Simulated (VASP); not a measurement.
# Pb (P6/mmm) in VASP: notebook, part 2 of 2

VASP 6.6.1. Earlier steps stand in the parts before.

**6. Relaxation of cell and atoms, PBE**

This run uses another cell than the first one, of 36.08 Å³/atom, 1.124 times its volume.

INCAR

```
SYSTEM = Pb
ALGO = Normal ; EDIFF = 1E-7
EDIFFG = -0.01 ; ENCUT = 600
GGA = PE ; IBRION = 2
ISIF = 3 ; ISMEAR = 0
LASPH = .True. ; LCHARG = .False.
LREAL = .False. ; LWAVE = .False.
NELM = 100 ; NSW = 100
PREC = Accurate ; SIGMA = 0.1
```

KPOINTS

```
k-points
0
Gamma
  9 9 14
  0 0 0
```

POSCAR

```
Pb
1.0
    5.8856341892      0.0000000000      0.0000000000
   -2.9428170946      5.0971087252      0.0000000000
    0.0000000000      0.0000000000      3.6081496551
Pb
3
Direct
    0.0000000000      0.0000000000      0.0000000000
    0.3333333333      0.6666666667      0.5000000000
    0.6666666667      0.3333333333      0.5000000000
```

Potentials or basis: VASP PAW PBE potentials, release 64 (Pb_d).

The run is started by

```bash
cat potpaw_PBE.64/Pb_d/POTCAR > POTCAR
mpirun -np 1 vasp_std > vasp.out
```

Run time: 8.4 min. Hardware: 1 thread of Intel Xeon 6975P-C (Granite Rapids), shared host; peak memory 0.44 GiB.

It converged, with:

| Item | Value |
| --- | --- |
| Free energy | -10.5341 eV |
| Relaxed volume | 32.15 Å³/atom |
| Relaxed cell | a = 5.682 Å, b = 5.682 Å, c = 3.450 Å, α = 90.00°, β = 90.00°, γ = 120.00° |
| Space group after relaxing (to 0.05 Å) | P6/mmm (No. 191) |
| Energy gained by relaxing | 46.1 meV/atom |
| Ionic steps | 6 |
| Pressure after relaxing | 0.0 GPa |
| Band gap on the k mesh | zero (band 21 reaches 8.34 eV, above the bottom of band 22 at 4.75 eV) |

The path:
| step | energy change (eV) | largest force (eV/Å) | pressure (GPa) | volume (Å³) |
| --- | --- | --- | --- | --- |
| 1 | 0.0000 | 0.0000 | -3.34 | 108.24 |
| 2 | -0.1375 | 0.0000 | -0.15 | 96.88 |
| 3 | -0.1377 | 0.0000 | -0.02 | 96.52 |
| 4 | -0.1382 | 0.0000 | -0.03 | 96.49 |
| 5 | -0.1384 | 0.0000 | -0.03 | 96.46 |
| 6 | -0.1384 | 0.0000 | -0.03 | 96.45 |

Final structure:
```
Pb
1.0
     5.68181    0.00000    0.00000
    -2.84090    4.92059    0.00000
     0.00000    0.00000    3.44969
Pb
3
Direct
  0.00000 0.00000 0.00000
  0.33333 0.66667 0.50000
  0.66667 0.33333 0.50000
```

Levels at points of the mesh, in eV from the Fermi level:
```csv
k point,band 19,band 20,band 21,band 22,band 23,band 24
"(0.00, 0.00, 0.00)",-2.00,-2.00,-1.88,-1.88,2.82,6.68
"(0.00, 0.00, 0.50)",-2.08,-1.26,-0.31,-0.31,-0.18,0.93
```

Caveat: spin-orbit coupling is left out, which moves the levels of the heavy elements.

**7. Relaxation of cell and atoms, PBE**

This run uses another cell than the first one: it holds 1 atom, not 3.

INCAR

```
ALGO     = Fast           # electronic algorithm
EDIFF    = 1E-6           # SCF threshold, eV
EDIFFG   = -0.01          # ionic threshold
ENCUT    = 600            # plane-wave cutoff, eV
GGA      = PE             # functional
IBRION   = 2              # ionic algorithm
ISIF     = 3              # what is computed and relaxed
ISMEAR   = 0              # smearing method
LASPH    = T              # aspherical terms in the spheres
LCHARG   = F              # write CHGCAR
LREAL    = F              # projectors in reciprocal space
LWAVE    = F              # write WAVECAR
NELM     = 100            # most SCF steps
NSW      = 100            # ionic steps
PREC     = Accurate       # precision mode
SIGMA    = 0.1            # smearing width, eV
```

KPOINTS

```
k-points
0
Gamma
  18 18 18
```

POSCAR

```
Pb
1.0
    3.3913488344      0.0000000000      0.0000000000
   -1.6956744172      2.9369942437      0.0000000000
    0.0000000000      0.0000000000      3.1687915671
Pb
1
Direct
    0.0000000000      0.0000000000      0.0000000000
```

Potentials or basis: VASP PAW PBE potentials, release 64 (Pb_d).

The run is started by

```bash
cat potpaw_PBE.64/Pb_d/POTCAR > POTCAR
mpirun -np 1 vasp_std > vasp.out
```

OUTCAR:

```text
EDIFF = 1E-6
   EDIFFG = -0.01
   ENCUT = 600
   GGA = PE
   IBRION = 2
   ISIF = 3
   ISMEAR = 0
   LASPH = T
   LREAL = F
   NELM = 100
   NSW = 100
   PREC = Accurate

 ion  position               nearest neighbor table
   1  0.000  0.000  0.000-

  LATTYP: Found a hexagonal cell.
 ALAT       =     3.3913488344
 C/A-ratio  =     0.9343750000

  Lattice vectors:

 A1 = (   3.3913488344,   0.0000000000,   0.0000000000)
 A2 = (  -1.6956744172,   2.9369942437,   0.0000000000)
 A3 = (   0.0000000000,   0.0000000000,   3.1687915671)

Analysis of symmetry for initial positions (statically):
=====================================================================
 Subroutine PRICEL returns:
 Original cell was already a primitive cell.

 Routine SETGRP: Setting up the symmetry group for a
 hexagonal supercell.

 Subroutine GETGRP returns: Found 24 space group operations
 (whereof 24 operations were pure point group operations)
[... 460 lines left out ...]
 Fermi energy:         6.1474047167

 k-point     1 :       0.0000    0.0000    0.0000
  band No.  band energies     occupation
      1     -11.0075      2.00000
      2     -10.7625      2.00000
      3     -10.7625      2.00000
      4     -10.4927      2.00000
      5     -10.4927      2.00000
      6      -5.0533      2.00000
      7      10.7645      0.00000
      8      12.6316      0.00000
      9      12.6316      0.00000
     10      14.3434      0.00000
     11      16.2930      0.00000
[... 309 lines left out ...]
 k-point    24 :       0.3889    0.1111    0.0000
  band No.  band energies     occupation
      1     -10.9218      2.00000
      2     -10.7409      2.00000
      3     -10.6119      2.00000
      4     -10.5315      2.00000
      5     -10.4946      2.00000
      6      -2.0479      2.00000
      7       2.9046      2.00000
      8       7.9874      0.00000
      9      13.8193      0.00000
     10      15.0742      0.00000
     11      16.8814      0.00000

 [... further k-points ...]
[... 5 lines left out ...]
  --------------------------------------------------------------------------------------
  -------------------------------------------------------------------------------------
  Total        0.0096953      0.0096953      0.0071392      0.0000000     -0.0000000      0.0000000
  in kB        0.4695988      0.4695988      0.3457901      0.0000000     -0.0000000      0.0000000
  external PRESSURE =       0.4283292 kB  Pullay stress =       0.0000000 kB
[... 16 lines left out ...]
  FREE ENERGIE OF THE ION-ELECTRON SYSTEM (eV)
  ---------------------------------------------------
  free  energy   TOTEN  =        -3.4602946192 eV

  energy  without entropy=       -3.4574467576  energy(sigma->0) =       -3.45887069

 reached required accuracy - stopping structural energy minimisation
```

OSZICAR:

```text
N       E                     dE             d eps       ncg     rms          rms(c)
DAV:   1     0.108345315509E+03    0.10835E+03   -0.80249E+03  8196   0.163E+03
DAV:   2     0.150721185396E+01   -0.10684E+03   -0.10475E+03  8299   0.342E+02
DAV:   3    -0.333845890153E+01   -0.48457E+01   -0.48108E+01  9813   0.836E+01
[... 78 lines left out ...]
RMM:   5    -0.346029401461E+01   -0.18865E-06   -0.25159E-06  6019   0.224E-02
   8 F= -.34602940E+01 E0= -.34588704E+01  d E =-.101997E-03
       N       E                     dE             d eps       ncg     rms          rms(c)
DAV:   1    -0.346029704593E+01   -0.32200E-05   -0.48216E-05  9850   0.117E-01    0.805E-03
RMM:   2    -0.346029501425E+01    0.20317E-05   -0.30732E-06  6335   0.324E-02    0.355E-03
RMM:   3    -0.346029461917E+01    0.39508E-06   -0.15642E-06  5013   0.189E-02
   9 F= -.34602946E+01 E0= -.34588707E+01  d E =-.102601E-03
```

Wall time 5.1 min (1 thread of Intel Xeon 6975P-C (Granite Rapids), shared host); peak memory 0.29 GiB.

Results:

* Free energy: -3.4603 eV
* Relaxed volume: 33.08 Å³/atom
* Relaxed cell: a = 3.421 Å, b = 3.421 Å, c = 3.264 Å, α = 90.00°, β = 90.00°, γ = 120.00°
* Space group after relaxing (to 0.05 Å): P6/mmm (No. 191)
* Energy gained by relaxing: 12.3 meV/atom
* Ionic steps: 9
* Pressure after relaxing: 0.0 GPa
* Band gap on the k mesh: zero (band 7 reaches 10.95 eV, above the bottom of band 8 at 4.15 eV)

The path:
```tsv
step	energy change (eV)	largest force (eV/Å)	pressure (GPa)	volume (Å³)
1	0.0000	0.0000	2.07	31.56
2	-0.0119	0.0000	-0.36	33.46
3	-0.0122	0.0000	-0.11	33.18
4	-0.0122	0.0000	-0.02	33.15
5	-0.0123	0.0000	0.04	33.09
6	-0.0123	0.0000	0.02	33.08
7	-0.0123	0.0000	0.07	33.06
8	-0.0123	0.0000	0.05	33.08
9	-0.0123	0.0000	0.04	33.08
```

Final structure:
```
CELL_PARAMETERS angstrom
3.42080 0.00000 0.00000
-1.71040 2.96250 0.00000
0.00000 0.00000 3.26407
ATOMIC_POSITIONS crystal
Pb 0.00000 0.00000 0.00000
```

Caveat: spin-orbit coupling is left out, which moves the levels of the heavy elements.

**8. Summary**

| task | cell | k mesh | cutoff (eV) | gap on the mesh (eV) | pressure (GPa) | relaxed volume (Å³/atom) |
| --- | --- | --- | --- | --- | --- | --- |
| relaxation of cell and atoms | relaxed from a = 5.680, b = 5.680, c = 3.447 Å, angles 90.0, 90.0, 120.0°, 3 atoms | 9 × 9 × 14 | 600 | none | 0.0 | - |
| single point | a = 3.391, b = 3.391, c = 3.169 Å, angles 90.0, 90.0, 120.0°, 1 atom | 6 × 6 × 6 | 520 | none | 2.0 | - |
| single point | a = 3.423, b = 3.423, c = 3.266 Å, angles 90.0, 90.0, 120.0°, 1 atom | 18 × 18 × 18 | 520 | none | 0.0 | - |
| single point | a = 5.886, b = 5.886, c = 3.608 Å, angles 90.0, 90.0, 120.0°, 3 atoms | 6 × 6 × 6 | 520 | none | -3.7 | - |
| relaxation of cell and atoms | relaxed from a = 5.886, b = 5.886, c = 3.608 Å, angles 90.0, 90.0, 120.0°, 3 atoms | 9 × 9 × 14 | 600 | none | 0.0 | 32.15 |
| relaxation of cell and atoms | relaxed from a = 3.391, b = 3.391, c = 3.169 Å, angles 90.0, 90.0, 120.0°, 1 atom | 18 × 18 × 18 | 600 | none | 0.0 | 33.08 |

Alike in all rows: level PBE; potentials or basis VASP PAW PBE potentials, release 64 (Pb_d); no spin polarisation; smearing gaussian 0.1 eV.

Caveats: spin-orbit coupling is left out, which moves the levels of the heavy elements; the relaxation stopped at its first step, so nothing moved (some runs).

Absolute energies hang on the potentials; compare differences alone.
